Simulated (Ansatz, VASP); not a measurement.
Al12HO in VASP and in Ansatz

File INCAR:

```
PREC = Accurate
ENCUT = 520
EDIFF = 1E-6
ISMEAR = 0
SIGMA = 0.1
LREAL = F
LASPH = T
NELM = 150
ALGO = Normal
ISIF = 2
LWAVE = F
LCHARG = F
ISPIN = 2
MAGMOM = 0 0 0 0 0 0 0 0 0 0 0 0 1 0
LORBIT = 11
LDIPOL = T
IDIPOL = 3
DIPOL = 0.5 0.5 0.292
GGA = PE
NBANDS = 38
```

The input KPOINTS:

```
regular mesh
0
Gamma
  5 5 1
```

Contents of POSCAR:

```
Al12HO
1.0
    5.7143028096      0.0000000000      0.0000000000
    0.0000000000      5.7143028096      0.0000000000
    0.0000000000      0.0000000000     22.1750227687
Al O H
12 1 1
Direct
    0.2500000000      0.2500000000      0.1803831293
    0.2500000000      0.7500000000      0.1803831293
    0.7500000000      0.2500000000      0.1803831293
    0.7500000000      0.7500000000      0.1803831293
    0.0000000000      0.0000000000      0.2744094920
    0.0000000000      0.5000000000      0.2744094920
    0.5000000000      0.0000000000      0.2744094920
    0.5000000000      0.5000000000      0.2744094920
    0.2500000000      0.2500000000      0.3686590473
    0.2500000000      0.7500000000      0.3686590473
    0.7500000000      0.2500000000      0.3686590473
    0.7500000000      0.7500000000      0.3686590473
    0.5000000000      0.5000000000      0.3776782038
    0.5000000000      0.5000000000      0.4227739861
```

Input for Ansatz:

```yaml
crystal:
  lattice:
    - [5.7143028096, 0.0, 0.0]
    - [0.0, 5.7143028096, 0.0]
    - [0.0, 0.0, 22.1750227687]
  atoms:
    - { symbol: Al, position: [0.25, 0.25, 0.1803831293] }
    - { symbol: Al, position: [0.25, 0.75, 0.1803831293] }
    - { symbol: Al, position: [0.75, 0.25, 0.1803831293] }
    - { symbol: Al, position: [0.75, 0.75, 0.1803831293] }
    - { symbol: Al, position: [0.0, 0.0, 0.274409492] }
    - { symbol: Al, position: [0.0, 0.5, 0.274409492] }
    - { symbol: Al, position: [0.5, 0.0, 0.274409492] }
    - { symbol: Al, position: [0.5, 0.5, 0.274409492] }
    - { symbol: Al, position: [0.25, 0.25, 0.3686590473] }
    - { symbol: Al, position: [0.25, 0.75, 0.3686590473] }
    - { symbol: Al, position: [0.75, 0.25, 0.3686590473] }
    - { symbol: Al, position: [0.75, 0.75, 0.3686590473] }
    - { symbol: O, position: [0.5, 0.5, 0.3776782038], spin: 1.0 }
    - { symbol: H, position: [0.5, 0.5, 0.4227739861] }
basis:
  ecutwfc: 420
kpoints:
  mp_grid: { grid: [5, 5, 1] }
hamiltonian:
  xc: pbe
scf:
  occupations: { method: gaussian, width: 0.1 }
output:
  forces: true
  eigenvalues: true
  populations: true
magnetization:
  spin_polarized: true
efield:
  axis: 3
  dipole_correction: true
  ramp_width: 0.04
```

Alike in both runs: task single point; functional PBE; k mesh 5 × 5 × 1; occupations gaussian, width 0.1 eV; collinear spin.

```csv
,VASP,Ansatz
version,VASP 6.6.1,Ansatz 0.2.0
potentials or method,"VASP PAW PBE potentials, release 64 (Al, O, H), cutoff 520 eV","scalar-relativistic, plane waves, PAW"
valence electrons in the cell,43,43
```

VASP gave:

- gap on the k mesh at the Fermi level (eV): none
- rms of the force components (eV/Å): 0.897
- net moment per atom (μB): 0.00

Question: What did Ansatz give for the same quantities?

Answer: gap on the k mesh at the Fermi level (eV): none; rms of the force components (eV/Å): 0.907; net moment per atom (μB): 0.00.

Atom by atom the forces differ by 0.022 eV/Å (rms over components). A gap of «none» marks a metal or a gap that the smearing closes. Ansatz's warnings: seeded moment not kept.
